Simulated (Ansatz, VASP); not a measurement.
**ReAs3Os2: VASP beside Ansatz**

The input INCAR:

```
  ALGO = Normal
  EDIFF = 1E-7
  EDIFFG = -0.04
  ENCUT = 600
  GGA = PE
  IBRION = 2
  ISIF = 3
  ISMEAR = 0
  LASPH = T
  LCHARG = F
  LREAL = F
  LWAVE = F
  NELM = 60
  NSW = 90
  PREC = Accurate
  SIGMA = 0.1
```

KPOINTS

```
k-points
0
Gamma
  6 6 4
```

POSCAR

```
ReAs3Os2
1.0
    4.3265959005      0.0000000000      0.0000000000
   -2.1632979502      3.7469419617      0.0000000000
    0.0000000000      0.0000000000      5.4634847802
Re As Os
1 3 2
Direct
    0.0000000000      0.0000000000      0.0000000000
    0.3333333333      0.6666666667      0.1653300976
    0.6666666667      0.3333333333      0.8346699024
    0.0000000000      0.0000000000      0.5000000000
    0.3333333333      0.6666666667      0.6647049641
    0.6666666667      0.3333333333      0.3352950359
```

Input for Ansatz:

```yaml
crystal:
  lattice:
    - [4.3265959005, 0.0, 0.0]
    - [-2.1632979502, 3.7469419617, 0.0]
    - [0.0, 0.0, 5.4634847802]
  atoms:
    - { symbol: Re, position: [0.0, 0.0, 0.0] }
    - { symbol: As, position: [0.3333333333, 0.6666666667, 0.1653300976] }
    - { symbol: As, position: [0.6666666667, 0.3333333333, 0.8346699024] }
    - { symbol: As, position: [0.0, 0.0, 0.5] }
    - { symbol: Os, position: [0.3333333333, 0.6666666667, 0.6647049641] }
    - { symbol: Os, position: [0.6666666667, 0.3333333333, 0.3352950359] }
basis:
  ecutwfc: 420
kpoints:
  mp_grid: { grid: [6, 6, 4] }
hamiltonian:
  xc: pbe
scf:
  occupations: { method: gaussian, width: 0.1 }
  lower_state_search: "off"
output:
  forces: true
  stress: true
  eigenvalues: true
relax:
  adjacent_minimum: "off"
  f_tol: 0.04
  max_steps: 70
  cell: { stress_tol: 0.4 }
```

Change from the starting cell: species swapped into the CaSm2S3 type (P-3m1, No. 164).

Alike in both runs: task relaxation of cell and atoms; functional PBE; k mesh 6 × 6 × 4; occupations gaussian, width 0.1 eV; no spin polarisation.

|  | VASP | Ansatz |
| --- | --- | --- |
| version | VASP 6.6.1 | Ansatz 0.2.0 |
| potentials or method | VASP PAW PBE potentials, release 64 (Re, As, Os), cutoff 600 eV | scalar-relativistic, plane waves, PAW |
| valence electrons in the cell | 38 | 92 |

```csv
,VASP,Ansatz,Ansatz less VASP
"gap on the k mesh at the Fermi level, each at its own relaxed structure (eV)",none,none,-
relaxed volume (Å³/atom),14.77,14.72,-0.048
relaxed cell length with the largest relative difference (Å),4.379,4.373,-0.0056
```

A gap of «none» marks a metal or a gap that the smearing closes. VASP's potentials hold 38 valence electrons a cell and Ansatz's 92, so a difference there can come from the potentials and not from the codes.

Neither program's run includes spin-orbit coupling. Noted on VASP's run: too few bands were computed for a metal, which touches its energy and stress.
